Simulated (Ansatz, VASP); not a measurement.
## Two plane-wave programs on Ti

```
Ti
1.0
     0.00000    2.03000    2.19240
     2.03000    0.00000    2.19240
     2.03000    2.03000    0.00000
Ti
1
Direct
  0.00000 0.00000 0.00000
```

Change from the starting cell: strain +0.000 along x and y, +0.080 along z, atoms carried along.

Alike in both runs: task single point; functional PBEsol; k mesh 20 × 20 × 20; occupations gaussian, width 0.15 eV; no spin polarisation.

|  | VASP | Ansatz |
| --- | --- | --- |
| version | VASP 6.6.1 | Ansatz 0.2.0 |
| potentials or method | VASP PAW PBE potentials, release 64 (Ti_sv), cutoff 520 eV | scalar-relativistic, plane waves, PAW |
| valence electrons in the cell | 12 | 12 |

Ansatz gave:

| Property | Result |
| --- | --- |
| gap on the k mesh at the Fermi level (eV) | none |
| pressure (GPa) | -8.0 |
| traceless stress, the component that is largest in VASP (GPa) | -1.59 |

What did VASP give for the same quantities?

gap on the k mesh at the Fermi level (eV): none; pressure (GPa): -8.1; traceless stress, the component that is largest in VASP (GPa): -1.60.

VASP's potentials were made for PBE, not for PBEsol. A gap of «none» marks a metal or a gap that the smearing closes.
